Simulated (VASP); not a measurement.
# NiO2 (P6_3/mmc) in VASP: single point with r2SCAN

Aim: the single point of NiO2 with r2SCAN.

Program: VASP 6.6.1. These are calculated values, not measurements. Logs are shortened: lines on timing, memory, paths and dates and some standing lists are left out, and cuts for length are marked.

**1. The cell of the first run**

It takes space group P6_3/mmc (No. 194, hexagonal). Conventional cell: a = 2.912 Å, b = 2.912 Å, c = 10.555 Å, α = 90.00°, β = 90.00°, γ = 120.00°. Within 2.6 Å of Ni (site symmetry -3m) lie 6 O at 1.93 Å. Within 2.6 Å of O (site symmetry 3m) lie 3 Ni at 1.93 Å and 3 O at 2.52 Å.

**2. Single point, r2SCAN**

File POSCAR:

```
NiO2
1.0
    2.9121517351      0.0000000000      0.0000000000
   -1.4560758676      2.5219973823      0.0000000000
    0.0000000000      0.0000000000     10.5552700000
Ni O
2 4
Direct
    0.0000000000      0.0000000000      0.0000000000
    0.0000000000      0.0000000000      0.5000000000
    0.6666666700      0.3333333300      0.0890790000
    0.6666666700      0.3333333300      0.4109210000
    0.3333333300      0.6666666700      0.9109210000
    0.3333333300      0.6666666700      0.5890790000
```

File INCAR.step1:

```
PREC = Accurate
ENCUT = 770
ISMEAR = 0
SIGMA = 0.02
LREAL = F
LASPH = T
NELM = 120
NBANDS = 39
GGA = PE
ALGO = Normal
EDIFF = 1E-5
LWAVE = T
LCHARG = F
GGA_COMPAT = F
```

File INCAR.step2:

```
PREC = Accurate
ENCUT = 770
EDIFF = 1E-6
ISMEAR = 0
SIGMA = 0.02
LREAL = F
LASPH = T
NELM = 120
ALGO = Normal
ISIF = 2
LWAVE = F
LCHARG = T
METAGGA = R2SCAN
LMIXTAU = T
LELF = T
LVHAR = T
NBANDS = 39
ISTART = 1
GGA_COMPAT = F
```

File KPOINTS:

```
regular mesh
0
Gamma
  12 12 4
```

Potentials or basis: VASP PAW PBE potentials, release 64 (Ni_sv_GW, O).

On the command line:

```sh
> cat potpaw_PBE.64/Ni_sv_GW/POTCAR potpaw_PBE.64/O/POTCAR > POTCAR
> cp INCAR.step1 INCAR
> mpirun -np 1 vasp_std > vasp.out
> cp INCAR.step2 INCAR
> mpirun -np 1 vasp_std > vasp.out
```

OUTCAR:

```text
PREC = Accurate
   ENCUT = 770
   EDIFF = 1E-6
   ISMEAR = 0
   LREAL = F
   LASPH = T
   NELM = 120
   ISIF = 2
   METAGGA = R2SCAN
   ISTART = 1

 ion  position               nearest neighbor table
   1  0.000  0.000  0.000-   3 1.93   5 1.93   3 1.93   5 1.93   3 1.93   5 1.93
   2  0.000  0.000  0.500-   4 1.93   6 1.93   4 1.93   6 1.93   4 1.93   6 1.93
   3  0.667  0.333  0.089-   1 1.93   1 1.93   1 1.93
   4  0.667  0.333  0.411-   2 1.93   2 1.93   2 1.93
   5  0.333  0.667  0.911-   1 1.93   1 1.93   1 1.93
   6  0.333  0.667  0.589-   2 1.93   2 1.93   2 1.93

  LATTYP: Found a hexagonal cell.
 ALAT       =     2.9121517351
 C/A-ratio  =     3.6245604488

  Lattice vectors:

 A1 = (   2.9121517351,   0.0000000000,   0.0000000000)
 A2 = (  -1.4560758676,   2.5219973823,   0.0000000000)
 A3 = (   0.0000000000,   0.0000000000,  10.5552700000)

Analysis of symmetry for initial positions (statically):
=====================================================================
 Subroutine PRICEL returns:
 Original cell was already a primitive cell.

 Routine SETGRP: Setting up the symmetry group for a
 hexagonal supercell.

 Subroutine GETGRP returns: Found 24 space group operations
 (whereof 12 operations were pure point group operations)
 out of a pool of 24 trial point group operations.

The static configuration has the point symmetry D_3d.
 The point group associated with its full space group is D_6h.

Analysis of symmetry for dynamics (positions and initial velocities):
=====================================================================
 Subroutine PRICEL returns:
 Original cell was already a primitive cell.

 Routine SETGRP: Setting up the symmetry group for a
 hexagonal supercell.

 Subroutine GETGRP returns: Found 24 space group operations
 (whereof 12 operations were pure point group operations)
 out of a pool of 24 trial point group operations.

The dynamic configuration has the point symmetry D_3d.
 The point group associated with its full space group is D_6h.

 Subroutine INISYM returns: Found 24 space group operations
 (whereof 12 operations are pure point group operations),
 and found     1 'primitive' translations

----------------------------------------------------------------------------------------

                                     Primitive cell

  volume of cell :      77.5225

  direct lattice vectors                    reciprocal lattice vectors
     2.912151735  0.000000000  0.000000000     0.343388701  0.198255559  0.000000000
    -1.456075868  2.521997382  0.000000000     0.000000000  0.396511117  0.000000000
     0.000000000  0.000000000 10.555270000     0.000000000  0.000000000  0.094739405

  length of vectors
     2.912151735  2.912151735 10.555270000     0.396511117  0.396511117  0.094739405

  position of ions in fractional coordinates (direct lattice)
     0.000000000  0.000000000  0.000000000
     0.000000000  0.000000000  0.500000000
     0.666666670  0.333333330  0.089079000
     0.666666670  0.333333330  0.410921000
     0.333333330  0.666666670  0.910921000
     0.333333330  0.666666670  0.589079000

  ion indices of the primitive-cell ions
   primitive index   ion index
                 1           1
                 2           2
                 3           3
                 4           4
                 5           5
                 6           6

----------------------------------------------------------------------------------------

 KPOINTS: regular mesh

Automatic generation of k-mesh.
 Grid dimensions read from file:
 generate k-points for:   12   12    4

 Generating k-lattice:

  Cartesian coordinates                     Fractional coordinates (reciprocal lattice)
     0.028615725  0.016521297  0.000000000     0.083333333  0.000000000  0.000000000
     0.000000000  0.033042593  0.000000000     0.000000000  0.083333333  0.000000000
     0.000000000  0.000000000  0.023684851     0.000000000  0.000000000  0.250000000

  Length of vectors
     0.033042593  0.033042593  0.023684851

  Shift w.r.t. Gamma in fractional coordinates (k-lattice)
     0.000000000  0.000000000  0.000000000

 Subroutine IBZKPT returns following result:
 ===========================================

 Found     57 irreducible k-points:

 Following reciprocal coordinates:
            Coordinates               Weight
  0.000000  0.000000  0.000000      1.000000
  0.083333  0.000000  0.000000      6.000000
  0.166667  0.000000  0.000000      6.000000
  0.250000  0.000000  0.000000      6.000000
  0.333333  0.000000  0.000000      6.000000
  0.416667  0.000000  0.000000      6.000000
[... 16 lines left out ...]
  0.250000  0.000000  0.250000     12.000000
  0.333333  0.000000  0.250000     12.000000
 [... further k-points ...]
   k-points           NKPTS =     57   k-points in BZ     NKDIM =     57   number of bands    NBANDS=     39
   number of dos      NEDOS =    301   number of ions     NIONS =      6
   total plane-waves  NPLWV =  75264
   dimension x,y,z NGX =    28 NGY =   28 NGZ =   96
   dimension x,y,z NGXF=    56 NGYF=   56 NGZF=  192
   ions per type =               2   4
   NGX,Y,Z   is equivalent  to a cutoff of  15.98, 15.98, 15.12 a.u.
   NGXF,Y,Z  is equivalent  to a cutoff of  31.97, 31.97, 30.24 a.u.
 SYSTEM =  unknown system
   PREC   = accura    normal or accurate (medium, high low for compatibility)
   ISTART =      1    job   : 0-new  1-cont  2-samecut
   ICHARG =      0    charge: 1-file 2-atom 10-const
   ISPIN  =      1    spin polarized calculation?
   LNONCOLLINEAR =      F non collinear calculations
   LSORBIT =      F    spin-orbit coupling
   LASPH  =      T    aspherical Exc in radial PAW
   ENCUT  =  770.0 eV  56.59 Ry    7.52 a.u.   6.59  6.59 23.88*2*pi/ulx,y,z
   NELM   =    120;   NELMIN=  2; NELMDL=  0     # of ELM steps
   EDIFF  = 0.1E-05   stopping-criterion for ELM
   LREAL  =      F    real-space projection
   EDIFFG = 0.1E-04   stopping-criterion for IOM
   NSW    =      0    number of steps for IOM
   IBRION =     -1    ionic relax: 0-MD 1-quasi-New 2-CG
   NFREE  =      0    steps in history (QN), initial steepest desc. (CG)
   ISIF   =      2    stress and relaxation
   ISYM   =      2    0-nonsym 1-usesym 2-fastsym
   POTIM  = 0.5000    time-step for ionic-motion
   TEBEG  =    0.0;   TEEND  =   0.0 temperature during run
   PSTRESS=    0.0 pullay stress
   NELECT =      60.0000    total number of electrons
   NUPDOWN=      -1.0000    fix difference up-down
   EMIN   =  10.00;   EMAX   =-10.00  energy-range for DOS
   EFERMI =   0.00;   METHOD = LEGACY
   ISMEAR =     0;   SIGMA  =   0.02  broadening in eV -4-tet -1-fermi 0-gaus
   EFERMI_NEDOS =   21; number of points for ismear=-14 and -15
   IALGO  =     38    algorithm
   IMIX   =      4    mixing-type and parameters
     AMIX     =   0.40;   BMIX     =  1.00
     AMIX_MAG =   1.60;   BMIX_MAG =  1.00
  volume/ion in A,a.u.               =      12.92        87.19
  Fermi-wavevector in a.u.,A,eV,Ry     =   1.503082  2.840413 30.739025  2.259255
  Thomas-Fermi vector in A             =   2.614238
   LORBIT       =      0    0 simple, 1 ext, 2 COOP (PROOUT), +10 PAW based schemes
   METAGGA = R2SCAN    functional components
   LHFCALC =     F    Hartree Fock is set to
   AEXX    =    0.0000 exact exchange contribution
   IVDW    =     0    specifies the selected vdW correction
   LEPSILON=     F    determine dielectric tensor
   LRPA    =     F    only Hartree local field effects (RPA)
 non-spin polarized calculation
 Gauss-broadening in eV      SIGMA  =   0.02
  energy-cutoff  :      770.00
  volume of cell :       77.52
 maximum number of plane-waves:      3815
 NGX is ok and might be reduce to    28
   NGX = 13   NGY = 13   NGZ = 47

 number of electron      59.9999992 magnetization

 Free energy of the ion-electron system (eV)
  ---------------------------------------------------
  ext. energy  EPLUGINS =         0.00000000
  ---------------------------------------------------
  free energy    TOTEN  =       -54.64355190 eV

  energy without entropy =      -54.64355190  energy(sigma->0) =      -54.64355190

 E-fermi :  -0.1563     XC(G=0): -10.2114

 val. band max:       -0.4619885453   @ k =   0.0833   0.0833   0.0000
 cond. band min:       0.9355950344   @ k =   0.2500   0.0000   0.0000
 fundamental gap:      1.3975835798
 Fermi energy:        -0.1563306963

 k-point     1 :       0.0000    0.0000    0.0000
  band No.  band energies     occupation
      1    -107.9796      2.00000
      2    -107.9795      2.00000
      3     -66.9442      2.00000
      4     -66.9442      2.00000
      5     -66.9442      2.00000
      6     -66.9442      2.00000
[... 31 lines left out ...]
     38      11.1224      0.00000
     39      12.9457      0.00000

 k-point     2 :       0.0833    0.0000    0.0000
  band No.  band energies     occupation
      1    -107.9794      2.00000
      2    -107.9794      2.00000
      3     -66.9462      2.00000
      4     -66.9462      2.00000
      5     -66.9447      2.00000
      6     -66.9447      2.00000
[... 31 lines left out ...]
     38      11.4285      0.00000
     39      13.0667      0.00000

 k-point     3 :       0.1667    0.0000    0.0000
  band No.  band energies     occupation
      1    -107.9790      2.00000
      2    -107.9789      2.00000
      3     -66.9517      2.00000
      4     -66.9517      2.00000
      5     -66.9461      2.00000
      6     -66.9460      2.00000
[... 31 lines left out ...]
     38      12.2062      0.00000
     39      13.2823      0.00000

 k-point     4 :       0.2500    0.0000    0.0000
  band No.  band energies     occupation
      1    -107.9783      2.00000
      2    -107.9783      2.00000
      3     -66.9591      2.00000
      4     -66.9591      2.00000
      5     -66.9479      2.00000
      6     -66.9478      2.00000
[... 31 lines left out ...]
     38      13.1130      0.00000
     39      13.5017      0.00000
[... 754 lines left out ...]
     38      11.9181      0.00000
     39      13.4664      0.00000

 k-point    23 :       0.2500    0.0000    0.2500
  band No.  band energies     occupation
      1    -107.9783      2.00000
      2    -107.9783      2.00000
      3     -66.9591      2.00000
      4     -66.9591      2.00000
      5     -66.9479      2.00000
      6     -66.9478      2.00000
[... 31 lines left out ...]
     38      12.6500      0.00000
     39      13.9437      0.00000

 k-point    24 :       0.3333    0.0000    0.2500
  band No.  band energies     occupation
      1    -107.9777      2.00000
      2    -107.9777      2.00000
      3     -66.9665      2.00000
      4     -66.9665      2.00000
      5     -66.9497      2.00000
      6     -66.9497      2.00000
[... 31 lines left out ...]
     38      13.0591      0.00000
     39      14.0687      0.00000

 [... further k-points ...]
[... 5 lines left out ...]
  --------------------------------------------------------------------------------------
  -------------------------------------------------------------------------------------
  Total       -9.6606928     -9.6606928     -3.7614993      0.0000000     -0.0000000      0.0000000
  in kB     -199.6599119   -199.6599119    -77.7398309      0.0000000     -0.0000000      0.0000000
  external PRESSURE =    -159.0198849 kB  Pullay stress =       0.0000000 kB

 VOLUME and BASIS-vectors are now :
 -----------------------------------------------------------------------------
  energy-cutoff  :      770.00
  volume of cell :       77.52
      direct lattice vectors                 reciprocal lattice vectors
     2.912151735  0.000000000  0.000000000     0.343388701  0.198255559  0.000000000
    -1.456075868  2.521997382  0.000000000     0.000000000  0.396511117  0.000000000
     0.000000000  0.000000000 10.555270000     0.000000000  0.000000000  0.094739405

 POSITION                                       TOTAL-FORCE (eV/Angst)
 -----------------------------------------------------------------------------------
      0.00000      0.00000      0.00000        -0.000000     -0.000000      0.000000
      0.00000      0.00000      5.27764        -0.000000     -0.000000      0.000000
      1.45608      0.84067      0.94025        -0.000000     -0.000000     -0.925009
      1.45608      0.84067      4.33738         0.000000      0.000000      0.925009
     -0.00000      1.68133      9.61502         0.000000      0.000000      0.925009
     -0.00000      1.68133      6.21789         0.000000      0.000000     -0.925009
 -----------------------------------------------------------------------------------
    total drift:                               -0.000000     -0.000000      0.000000

  FREE ENERGIE OF THE ION-ELECTRON SYSTEM (eV)
  ---------------------------------------------------
  free  energy   TOTEN  =       -54.6435519019 eV

  energy  without entropy=      -54.6435519019  energy(sigma->0) =      -54.64355190
```

It took 16 min on 1 thread of Intel Xeon Platinum 8488C (Sapphire Rapids), shared host; peak memory 0.48 GiB.

What came out:

```yaml
Free_energy: -54.6436 eV
Pressure: -15.9 GPa
Largest_force: 0.925 eV/Å
Band_gap_on_the_k_mesh: 1.40 eV (least direct gap 1.50 eV)
```

Forces on the atoms (eV/Å):
```
Ni   0.000  0.000  0.000
Ni   0.000  0.000  0.000
O    0.000  0.000 -0.925
O    0.000  0.000  0.925
O    0.000  0.000  0.925
O    0.000  0.000 -0.925
```

Caveat: the stress differs along the axes, from -20 to -8 GPa; the PAW data sets were made with another functional, which shifts forces and pressure a little; the run has no spin polarisation, though such a crystal can be magnetic.
